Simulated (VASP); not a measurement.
A run of VASP 6.6.1 is set up as follows.

File INCAR:

```
SYSTEM = In
  ALGO = Normal
  EDIFF = 1E-6
  ENCUT = 520
  GGA = PE
  ISIF = 2
  ISMEAR = -1
  LASPH = .TRUE.
  LCHARG = .FALSE.
  LREAL = .FALSE.
  LWAVE = .FALSE.
  NBANDS = 12
  NELM = 60
  PREC = Accurate
  SIGMA = 0.1
```

Contents of KPOINTS:

```
k-points
0
G
  3 3 4
  0 0 0
```

POSCAR

```
In
1.0
   -1.6482197047      1.6973406184      2.5249789927
    1.6973406184     -1.6482197047      2.5249789927
    1.6043570008      1.6043570008     -2.4927016059
In
1
Direct
    0.0000000000      0.0000000000      0.0000000000
```

Potentials or basis: VASP PAW PBE potentials, release 64 (In_d).

Command:

```bash
$ cat potpaw_PBE.64/In_d/POTCAR > POTCAR
$ mpirun -np 1 vasp_std > vasp.out
```

Question: Estimate the pressure.

Answer: 0.6 GPa.

Question: Estimate the band gap on the k mesh.

Answer: Zero (an odd number of electrons rules out a gap without spin polarisation).

Stress tensor (GPa, compression positive):
```
-1.13 -1.89  1.09
-1.89 -1.13  1.09
 1.09  1.09  3.99
```

Caveat: the k points lie up to 0.68 Å⁻¹ apart, too coarse for converged energies and pressures of a metal; spin-orbit coupling is left out, which moves the levels of the heavy elements.
